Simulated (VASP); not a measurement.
Write the native input for VASP 6.6.1 that does the following.

| Property | Result |
| --- | --- |
| Task | single point |
| Functional | PBEsol |
| Potentials or basis | VASP PAW PBE potentials, release 64 (Ti_sv, Al) |
| Cutoff | 520 eV |
| k mesh | 8 × 8 × 8 |
| Occupations | gaussian, width 0.05 eV |
| Spin | no spin polarisation |
| Dipole correction | no |
| Further INCAR settings | ALGO = Normal; EDIFF = 1e-06; NBANDS = 18 |

The structure of TiAl3 lies in POSCAR:

```
TiAl3
1.0
   -1.9111067713      1.9111067713      4.2806687947
    1.9111067713     -1.9111067713      4.2806687947
    1.9111067713      1.9111067713     -4.2806687947
Ti Al
1 3
Direct
    0.0000000000      0.0000000000      0.0000000000
    0.2500000000      0.7500000000      0.5000000000
    0.7500000000      0.2500000000      0.5000000000
    0.5000000000      0.5000000000      0.0000000000
```

These files were run (other wordings do the same):

INCAR

```
PREC = Accurate
ENCUT = 520
EDIFF = 1E-6
ISMEAR = 0
SIGMA = 0.05
LREAL = F
LASPH = T
NELM = 80
ALGO = Normal
ISIF = 2
LWAVE = F
LCHARG = T
GGA = PS
LELF = T
LVHAR = T
NBANDS = 18
```

KPOINTS

```
regular mesh
0
Gamma
  8 8 8
```

Potentials or basis: VASP PAW PBE potentials, release 64 (Ti_sv, Al).

The run is started by

```console
$ cat potpaw_PBE.64/Ti_sv/POTCAR potpaw_PBE.64/Al/POTCAR > POTCAR
$ mpirun -np 1 vasp_std > vasp.out
```

It gave:

```json
{"Pressure": "-0.4 GPa", "Band gap on the k mesh": "zero (an odd number of electrons rules out a gap without spin polarisation)"}
```

Caveat: the PAW data sets were made with another functional, which shifts forces and pressure a little.

Run time: 2.9 min on 1 thread of Intel Xeon 8259CL, on a shared host, peak memory 0.27 GiB.
